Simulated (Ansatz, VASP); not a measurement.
**One calculation of Se, two programs**

File INCAR:

```
SYSTEM = Se
PREC = Accurate
ENCUT = 520
EDIFF = 1E-6
ISMEAR = 0
SIGMA = 0.03
LREAL = .False.
LASPH = .True.
NELM = 80
ALGO = Normal
ISIF = 2
LWAVE = .False.
LCHARG = .True.
GGA = PS
IVDW = 12
LELF = .True.
LVHAR = .True.
NBANDS = 16
```

The input KPOINTS:

```
Automatic mesh
0
Gamma
  12 12 8
  0 0 0
```

The input POSCAR:

```
Se
1.0
    3.9758927057      0.0000000000      0.0000000000
   -1.9879463528      3.4432240858      0.0000000000
    0.0000000000      0.0000000000      4.9086371344
Se
3
Direct
    0.2396386035      0.0000000000      0.3333333333
    0.0000000000      0.2396386035      0.6666666667
    0.7603613965      0.7603613965      0.0000000000
```

Input for Ansatz:

```yaml
crystal:
  lattice:
    - [3.9758927057, 0.0, 0.0]
    - [-1.9879463528, 3.4432240858, 0.0]
    - [0.0, 0.0, 4.9086371344]
  atoms:
    - { symbol: Se, position: [0.2396386035, 0.0, 0.3333333333] }
    - { symbol: Se, position: [0.0, 0.2396386035, 0.6666666667] }
    - { symbol: Se, position: [0.7603613965, 0.7603613965, 0.0] }
basis:
  ecutwfc: 420
kpoints:
  mp_grid: { grid: [12, 12, 8] }
hamiltonian:
  xc: pbesol
  dispersion: d3bj
scf:
  occupations: { method: gaussian, width: 0.03 }
output:
  forces: true
  stress: true
  eigenvalues: true
```

Alike in both runs: task single point; functional PBEsol; dispersion D3(BJ); k mesh 12 × 12 × 8; occupations gaussian, width 0.03 eV; no spin polarisation.

```csv
,VASP,Ansatz
version,VASP 6.6.1,Ansatz 0.2.0
potentials or method,"VASP PAW PBE potentials, release 64 (Se), cutoff 520 eV","scalar-relativistic, plane waves, PAW"
valence electrons in the cell,18,48
```

|  | VASP | Ansatz | Ansatz less VASP |
| --- | --- | --- | --- |
| gap on the k mesh at the Fermi level (eV) | 0.58 | 0.60 | +0.016 |
| least direct gap on the mesh (eV) | 0.68 | 0.69 | +0.014 |
| pressure (GPa) | 7.0 | 6.7 | -0.34 |
| traceless stress, the component that is largest in VASP (GPa) | 3.51 | 3.36 | -0.150 |
| rms of the force components (eV/Å) | 0.723 | 0.689 | -0.0345 |

VASP's potentials were made for PBE, not for PBEsol. Atom by atom the forces differ by 0.034 eV/Å (rms over components). VASP's potentials hold 18 valence electrons a cell and Ansatz's 48, so a difference there can come from the potentials and not from the codes.
